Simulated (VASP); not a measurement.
Set up this calculation in VASP 6.6.1, as the native input.

```
Task                   : single point
Functional             : PBEsol
Potentials or basis    : VASP PAW PBE potentials, release 64 (O, Ti_sv)
Cutoff                 : 520 eV
k mesh                 : 13 × 9 × 1
Occupations            : gaussian, width 0.05 eV
Spin                   : no spin polarisation
Dipole correction      : yes
Further INCAR settings : ALGO = Normal; EDIFF = 1e-06; NBANDS = 87; NELMDL = -8
```

The structure of TiO2 lies in POSCAR:

```
TiO2
1.0
    2.9389939992      0.0000000000      0.0000000000
    0.0000000000      4.5912476233      0.0000000000
    0.0000000000      0.0000000000     28.2738593696
O Ti
12 6
Direct
    0.5000000000      0.1955612568      0.2652626902
    0.5000000000      0.8044387432      0.3287750777
    0.0000000000      0.3044387432      0.3464551367
    0.0000000000      0.6955612568      0.4099675241
    0.5000000000      0.1955612568      0.4276475831
    0.5000000000      0.8044387432      0.4911599705
    0.0000000000      0.3044387432      0.5088400295
    0.0000000000      0.6955612568      0.5723524169
    0.5000000000      0.1955612568      0.5900324759
    0.5000000000      0.8044387432      0.6535448633
    0.0000000000      0.3044387432      0.6712249223
    0.0000000000      0.6955612568      0.7347373098
    0.0000000000      0.0000000000      0.2970188840
    0.5000000000      0.5000000000      0.3782113304
    0.0000000000      0.0000000000      0.4594037768
    0.5000000000      0.5000000000      0.5405962232
    0.0000000000      0.0000000000      0.6217886696
    0.5000000000      0.5000000000      0.7029811160
```

The input as run:

INCAR

```
PREC = Accurate
ENCUT = 520
EDIFF = 1E-6
ISMEAR = 0
SIGMA = 0.05
LREAL = False
LASPH = True
NELM = 120
ALGO = Normal
ISIF = 2
LWAVE = False
LCHARG = False
LDIPOL = True
IDIPOL = 3
DIPOL = 0.5 0.5 0.500
GGA = PS
NBANDS = 87
GGA_COMPAT = False
NELMDL = -8
```

KPOINTS

```
Automatic mesh
0
Gamma
  13 9 1
```

Potentials or basis: VASP PAW PBE potentials, release 64 (O, Ti_sv).

Run with:

```sh
$ cat potpaw_PBE.64/O/POTCAR potpaw_PBE.64/Ti_sv/POTCAR > POTCAR
$ mpirun -np 1 vasp_std > vasp.out
```

Results of the run:

```
Largest force          : 3.843 eV/Å
Band gap on the k mesh : 2.06 eV
```

Caveat: the PAW data sets were made with another functional, which shifts forces and pressure a little.

It took 67 min on 1 thread of Oxide Virtual Turin-like Processor, on a shared host, peak memory 0.89 GiB.
